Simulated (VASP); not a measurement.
MgI2:

```
Mg I
1.0
     0.04751    3.75572    3.75572
     3.75572    0.04751    3.75572
     3.80323    3.80323    0.00000
Mg I
1 2
Direct
  0.00000 0.00000 0.00000
  0.25105 0.25105 0.24895
  0.74895 0.74895 0.75105
```

This cell differs from its parent crystal: shear xy strain +2.5%.

Base run:

```yaml
Program: VASP 6.6.1
Functional: r2SCAN
Potentials_or_basis: VASP PAW PBE potentials, release 64 (Mg, I)
Cutoff: 520 eV
k_mesh: 6 × 6 × 6
Occupations: gaussian, width 0.01 eV
Spin: no spin polarisation
```

Its results: band gap on the k mesh 1.30 eV (least direct gap 1.51 eV); pressure -0.1 GPa; largest force 0.006 eV/Å.

Task: The run is repeated on the same cell with these changes: functional from r2SCAN to PBE; occupations from gaussian, width 0.01 eV to fermi-dirac, width 0.02 eV. What comes out?

Result: Band gap on the k mesh 0.59 eV (least direct gap 1.06 eV); pressure 0.2 GPa; largest force 0.005 eV/Å.

Caveats: the structure was generated, so it needn't be the stable form of MgI2; spin-orbit coupling is left out, which moves the levels of the heavy elements; the PAW data sets were made with another functional, which shifts forces and pressure a little (at least some runs); semilocal functionals underestimate gaps, and a narrow one can read as zero (at least some runs).

A k mesh can miss the band edges.
